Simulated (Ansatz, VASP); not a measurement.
One calculation of PbSe, two programs

Contents of POSCAR:

```
PbSe
1.0
    0.0000000000      3.0696893648      3.0696893648
    3.0696893648      0.0000000000      3.0696893648
    3.0696893648      3.0696893648      0.0000000000
Pb Se
1 1
Direct
    0.0000000000      0.0000000000      0.0000000000
    0.5000000000      0.5000000000      0.5000000000
```

File INCAR.step1:

```
ALGO     = Normal         # electronic algorithm
EDIFF    = 1E-5           # SCF threshold, eV
ENCUT    = 520            # plane-wave cutoff, eV
GGA      = PE             # functional
ISIF     = 2              # what is computed and relaxed
ISMEAR   = 0              # smearing method
LASPH    = True           # aspherical terms in the spheres
LREAL    = False          # projectors in reciprocal space
LWAVE    = True           # write WAVECAR
NBANDS   = 17             # bands
NELM     = 100            # most SCF steps
PREC     = Accurate       # precision mode
SIGMA    = 0.01           # smearing width, eV
```

INCAR.step2

```
ALGO     = Normal         # electronic algorithm
EDIFF    = 1E-6           # SCF threshold, eV
ENCUT    = 520            # plane-wave cutoff, eV
GGA      = PE             # functional
HFSCREEN = 0.2079         # screening, 1/A
ISIF     = 2              # what is computed and relaxed
ISMEAR   = 0              # smearing method
ISTART   = 1            
LASPH    = True           # aspherical terms in the spheres
LCHARG   = True           # write CHGCAR
LELF     = True           # ELF
LHFCALC  = True           # exact exchange
LREAL    = False          # projectors in reciprocal space
LVHAR    = True         
LWAVE    = False          # write WAVECAR
NBANDS   = 17             # bands
NELM     = 100            # most SCF steps
PREC     = Accurate       # precision mode
PRECFOCK = Normal       
SIGMA    = 0.01           # smearing width, eV
```

KPOINTS

```
k-points
0
Gamma
  6 6 6
```

Input for Ansatz:

```yaml
crystal:
  lattice:
    - [0.0, 3.0696893648, 3.0696893648]
    - [3.0696893648, 0.0, 3.0696893648]
    - [3.0696893648, 3.0696893648, 0.0]
  atoms:
    - { symbol: Pb, position: [0.0, 0.0, 0.0] }
    - { symbol: Se, position: [0.5, 0.5, 0.5] }
kpoints:
  mp_grid: { grid: [6, 6, 6] }
  band_path:
    path:
      - [0.0, 0.0, 0.0]
      - [0.5, 0.0, 0.5]
      - [0.625, 0.25, 0.625]
      - [0.375, 0.375, 0.75]
      - [0.5, 0.5, 0.5]
      - [0.5, 0.25, 0.75]
      - [0.0, 0.0, 0.5]
    npoints: 1
hamiltonian:
  xc: hse06
scf:
  occupations: { method: fixed }
  n_extra_bands: 4
output:
  forces: true
  stress: true
  eigenvalues: true
```

Alike in both runs: task single point; functional HSE06; k mesh 6 × 6 × 6; no spin polarisation.

```csv
,VASP,Ansatz
version,VASP 6.6.1,Ansatz 0.2.0
potentials or method,"VASP PAW PBE potentials, release 64 (Pb_d, Se)","plane waves, PAW"
plane-wave cutoff (eV),520,420
occupations,"gaussian, width 0.01 eV",fixed
valence electrons in the cell,20,30
```

```csv
,VASP,Ansatz,Ansatz less VASP
gap on the k mesh at the Fermi level (eV),0.73,0.72,-0.014
pressure (GPa),0.7,0.8,+0.10
```

VASP's potentials hold 20 valence electrons a cell and Ansatz's 30, so a difference there can come from the potentials and not from the codes. Ansatz's warnings: stress exchange threshold loose, stress scf threshold loose.

Neither program's run includes spin-orbit coupling.
